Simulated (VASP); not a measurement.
# Re (a cell with a defect) in VASP: single point with LDA

Aim: the single point of Re (a cell with a defect) with LDA.

All numbers are computed with VASP 6.6.1; they aren't measurements. Logs are shortened: lines on timing, memory, paths and dates and some standing lists are left out, and cuts for length are marked.

### 1 The cell of the first run

The cell holds a defect, 13 atoms: a = 5.520 Å, b = 8.280 Å, c = 4.457 Å, α = 90.00°, β = 90.00°, γ = 120.00°.

### 2 Single point, LDA

The input, INCAR:

```
PREC = Accurate ; ENCUT = 410
EDIFF = 1E-6 ; ISMEAR = -1
SIGMA = 0.1 ; LREAL = False
LASPH = True ; NELM = 120
ALGO = Normal ; ISIF = 2
LWAVE = False ; LCHARG = True
LELF = True ; LVHAR = True
NBANDS = 110 ; GGA_COMPAT = False
```

The input, KPOINTS:

```
regular mesh
0
Gamma
  3 2 3
```

The input, POSCAR:

```
Re
1.0
    5.5200000000      0.0000000000      0.0000000000
   -4.1400000000      7.1706900000      0.0000000000
    0.0000000000      0.0000000000      4.4574000000
Re
13
Direct
    0.0731708544      0.0209348472      0.1607886681
    0.1850530906      0.2538012616      0.5247406712
   -0.0409697775      0.3061520739     -0.0134640803
    0.0912046876      0.5142852450      0.4550311849
   -0.0350203745      0.6515098567     -0.0221035414
    0.1758177435      0.8454760726      0.5177760289
    0.4606129588      0.0007947335     -0.0449302446
    0.6295807691      0.1914127009      0.4688444227
    0.5012292790      0.3267179259     -0.0175369407
    0.6631753340      0.5424787417      0.4559685264
    0.4264368907      0.6023290266     -0.1226945695
    0.8142668595      0.9429246949      0.7203340814
    0.5500136848      0.8025167195      0.2896523927
```

Potentials or basis: VASP PAW LDA potentials, release 64 (Re_sv_GW).

Run with:

```sh
$ cat potpaw_LDA.64/Re_sv_GW/POTCAR > POTCAR
$ mpirun -np 1 vasp_std > vasp.out
```

OUTCAR:

```text
PREC = Accurate
   ENCUT = 410
   EDIFF = 1E-6
   ISMEAR = -1
   LREAL = False
   LASPH = True
   NELM = 120
   ISIF = 2

 ion  position               nearest neighbor table
   1  0.073  0.021  0.161-  12 2.32   2 2.35   6 2.41   7 2.41   9 2.58  13 2.59  12 2.79   3 2.84
                             5 2.92   8 3.00
   2  0.185  0.254  0.525-   1 2.35   4 2.48  12 2.51  10 2.54   9 2.55   3 2.55   8 2.76   3 2.84
                             8 2.85   9 2.86  11 2.95
   3  0.959  0.306  0.987-   2 2.55  11 2.57   4 2.57   9 2.62   7 2.65   8 2.67   8 2.79   4 2.80
                             2 2.84   1 2.84   5 2.84   9 2.91  12 2.95
   4  0.091  0.514  0.455-   2 2.48  11 2.48  10 2.49   6 2.56   3 2.57  13 2.57   8 2.61   5 2.66
                             3 2.80   5 2.83  11 3.04  10 3.05
   5  0.965  0.652  0.978-   6 2.50  10 2.57   9 2.63   4 2.66  10 2.74   6 2.80  11 2.81   7 2.82
                            11 2.83   4 2.83   3 2.84   1 2.92  12 3.14  13 3.14
   6  0.176  0.845  0.518-   1 2.41   7 2.43  13 2.48   5 2.50   4 2.56  12 2.66  10 2.70   8 2.71
                             5 2.80   7 2.90
   7  0.461  0.001  0.955-   1 2.41   6 2.43  13 2.44  12 2.46   8 2.57   9 2.60   3 2.65   8 2.67
                             5 2.82   6 2.90  11 3.23
   8  0.630  0.191  0.469-   7 2.57   4 2.61   3 2.67   7 2.67   9 2.69   6 2.71   2 2.76   9 2.79
                             3 2.79  10 2.82   2 2.85  12 2.94   1 3.00  13 3.13
   9  0.501  0.327  0.982-   2 2.55  11 2.56   1 2.58   7 2.60   3 2.62  10 2.62   5 2.63   8 2.69
                             8 2.79  10 2.81   2 2.86   3 2.91
  10  0.663  0.542  0.456-  11 2.48   4 2.49   2 2.54   5 2.57   9 2.62  13 2.63   6 2.70   5 2.74
                             9 2.81   8 2.82  11 3.04   4 3.05  12 3.21
  11  0.426  0.602  0.877-  13 2.34  10 2.48   4 2.48   9 2.56   3 2.57  12 2.64   5 2.81   5 2.83
                             2 2.95  13 2.99   4 3.04  10 3.04   7 3.23
  12  0.814  0.943  0.720-   1 2.32  13 2.34   7 2.46   2 2.51  11 2.64   6 2.66   1 2.79  13 2.87
                             8 2.94   3 2.95   5 3.14  10 3.21
  13  0.550  0.803  0.290-  11 2.34  12 2.34   7 2.44   6 2.48   4 2.57   1 2.59  10 2.63  12 2.87
                            11 2.99   8 3.13   5 3.14

  LATTYP: Found a simple monoclinic cell.
 ALAT       =     5.5200000000
 B/A-ratio  =     0.8075000000
 C/A-ratio  =     1.3228755945
 COS(beta)  =    -0.1889822452

  Lattice vectors:

 A1 = (   5.5200000000,   0.0000000000,   0.0000000000)
 A2 = (   0.0000000000,   0.0000000000,   4.4574000000)
 A3 = (  -1.3800000000,  -7.1706900000,   0.0000000000)

Analysis of symmetry for initial positions (statically):
=====================================================================
 Subroutine PRICEL returns:
 Original cell was already a primitive cell.

[... 165 lines left out ...]
   IMIX   =      4    mixing-type and parameters
     AMIX     =   0.40;   BMIX     =  1.00
     AMIX_MAG =   1.60;   BMIX_MAG =  1.00
  volume/ion in A,a.u.               =      13.57        91.59
  Fermi-wavevector in a.u.,A,eV,Ry     =   1.692619  3.198586 38.980125  2.864958
  Thomas-Fermi vector in A             =   2.774173
   LORBIT       =      0    0 simple, 1 ext, 2 COOP (PROOUT), +10 PAW based schemes
   GGA     = CA    functional components
   LHFCALC =     F    Hartree Fock is set to
   AEXX    =    0.0000 exact exchange contribution
   IVDW    =     0    specifies the selected vdW correction
   LEPSILON=     F    determine dielectric tensor
   LRPA    =     F    only Hartree local field effects (RPA)
 non-spin polarized calculation
  energy-cutoff  :      410.00
  volume of cell :      176.43
 maximum number of plane-waves:      3336
   NGX = 19   NGY = 27   NGZ = 15

 number of electron     195.0000004 magnetization

 Free energy of the ion-electron system (eV)
  ---------------------------------------------------
  ext. energy  EPLUGINS =         0.00000000
  ---------------------------------------------------
  free energy    TOTEN  =      -191.95424952 eV

  energy without entropy =     -191.70013790  energy(sigma->0) =     -191.82719371

 E-fermi :  14.6997     XC(G=0): -14.8524

 val. band max:       14.5774613968   @ k =   0.3333   0.5000   0.3333
 cond. band min:      14.7160232035   @ k =  -0.3333   0.5000   0.3333
 fundamental gap:      0.1385618068
 Fermi energy:        14.6997499529

 k-point     1 :       0.0000    0.0000    0.0000
  band No.  band energies     occupation
      1     -65.2559      2.00000
      2     -65.0996      2.00000
      3     -65.0245      2.00000
      4     -64.9930      2.00000
      5     -64.9330      2.00000
      6     -64.9102      2.00000
[... 1109 lines left out ...]
    108      16.6115      0.00000
    109      16.8011      0.00000
 [bands above 109 left out]

------------------------ aborting loop because EDIFF is reached ----------------------------------------

  FORCE on cell =-STRESS in cart. coord.  units (eV):
  Direction    XX          YY          ZZ          XY          YZ          ZX
  --------------------------------------------------------------------------------------
  -------------------------------------------------------------------------------------
  Total       45.1308364     49.9146684     56.2477919      8.3338848      8.7963782      1.5155386
  in kB      409.8286644    453.2701699    510.7806382     75.6791840     79.8790406     13.7624561
  external PRESSURE =     457.9598242 kB  Pullay stress =       0.0000000 kB

 VOLUME and BASIS-vectors are now :
 -----------------------------------------------------------------------------
  energy-cutoff  :      410.00
  volume of cell :      176.43
      direct lattice vectors                 reciprocal lattice vectors
     5.520000000  0.000000000  0.000000000     0.181159420  0.104592445  0.000000000
    -4.140000000  7.170690000  0.000000000     0.000000000  0.139456593  0.000000000
     0.000000000  0.000000000  4.457400000     0.000000000  0.000000000  0.224346031

 POSITION                                       TOTAL-FORCE (eV/Angst)
 -----------------------------------------------------------------------------------
      0.31723      0.15012      0.71670        -0.068102     -0.029003      0.059733
     -0.02924      1.81993      2.33898         0.033731      0.004040     -0.015409
      4.02638      2.19532      4.39739         0.006459      0.057042      0.019110
     -1.62569      3.68778      2.02826        -0.028799     -0.065751     -0.010812
      2.62944      4.67178      4.35888         0.012841      0.020568     -0.038677
     -2.52976      6.06265      2.30793        -0.048513     -0.003851      0.033720
      2.53929      0.00570      4.25713         0.011271     -0.018598      0.015285
      2.68284      1.37256      2.08983         0.028482      0.005405     -0.003624
      1.41417      2.34279      4.37923        -0.004827     -0.011105     -0.033720
      1.41487      3.88995      2.03243         0.015855      0.027588     -0.042504
     -0.13971      4.31911      3.91050         0.018952     -0.015700      0.007859
      0.59104      6.76142      3.21082        -0.012146      0.055569     -0.061278
     -0.28634      5.75460      1.29110         0.034796     -0.026204      0.070317
 -----------------------------------------------------------------------------------
    total drift:                                0.000065     -0.000191      0.000987

  FREE ENERGIE OF THE ION-ELECTRON SYSTEM (eV)
  ---------------------------------------------------
  free  energy   TOTEN  =      -191.9542495210 eV

  energy  without entropy=     -191.7001378999  energy(sigma->0) =     -191.82719371
```

stdout:

```text
POSCAR found type information on POSCAR Re
 POSCAR found :  1 types and      13 ions
 scaLAPACK will be used
 LDA part: xc-table for (Slater(with rela. corr.)+CA(PZ))
 , standard interpolation
 -----------------------------------------------------------------------------
|                                                                             |
|           W    W    AA    RRRRR   N    N  II  N    N   GGGG   !!!           |
|           W    W   A  A   R    R  NN   N  II  NN   N  G    G  !!!           |
|           W    W  A    A  R    R  N N  N  II  N N  N  G       !!!           |
|           W WW W  AAAAAA  RRRRR   N  N N  II  N  N N  G  GGG   !            |
|           WW  WW  A    A  R   R   N   NN  II  N   NN  G    G                |
|           W    W  A    A  R    R  N    N  II  N    N   GGGG   !!!           |
|                                                                             |
|     Your reciprocal lattice and k-lattice belong to different lattice       |
|     classes:                                                                |
|                                                                             |
|        The reciprocal lattice is simple monoclinic,                         |
|        whereas your k-lattice is hexagonal.                                 |
|                                                                             |
|     Results are often still useful ...                                      |
|                                                                             |
 -----------------------------------------------------------------------------

 POSCAR, INCAR and KPOINTS ok, starting setup
 FFT: planning ... GRIDC
 FFT: planning ... GRID_SOFT
 FFT: planning ... GRID
 WAVECAR not read
 entering main loop
```

Wall time 3.4 min (1 thread of Intel Xeon Platinum 8375C at 2.90GHz (Ice Lake), shared host); peak memory 0.24 GiB.

What came out:

```yaml
Free_energy: -191.9542 eV
Pressure: 45.8 GPa
Largest_force: 0.095 eV/Å
Band_gap_on_the_k_mesh: zero (an odd number of electrons rules out a gap without spin polarisation)
```

Forces on the atoms (eV/Å):
```
Re  -0.068 -0.029  0.060
Re   0.034  0.004 -0.015
Re   0.006  0.057  0.019
Re  -0.029 -0.066 -0.011
Re   0.013  0.021 -0.039
Re  -0.049 -0.004  0.034
Re   0.011 -0.019  0.015
Re   0.028  0.005 -0.004
Re  -0.005 -0.011 -0.034
Re   0.016  0.028 -0.043
Re   0.019 -0.016  0.008
Re  -0.012  0.056 -0.061
Re   0.035 -0.026  0.070
```

Levels at points of the mesh, in eV from the Fermi level:
```csv
k point,band 94,band 95,band 96,band 97,band 98,band 99,band 100,band 101
"(0.00, 0.00, 0.00)",-0.87,-0.66,-0.54,-0.40,-0.30,0.06,0.48,0.71
"(0.00, 0.50, 0.00)",-0.93,-0.76,-0.63,-0.40,-0.24,0.14,0.31,0.55
```

Caveat: the k points lie up to 0.47 Å⁻¹ apart, too coarse for converged energies and pressures of a metal; spin-orbit coupling is left out, which moves the levels of the heavy elements.

The gap in the log of VASP goes by the Fermi energy; the results here count the filled bands.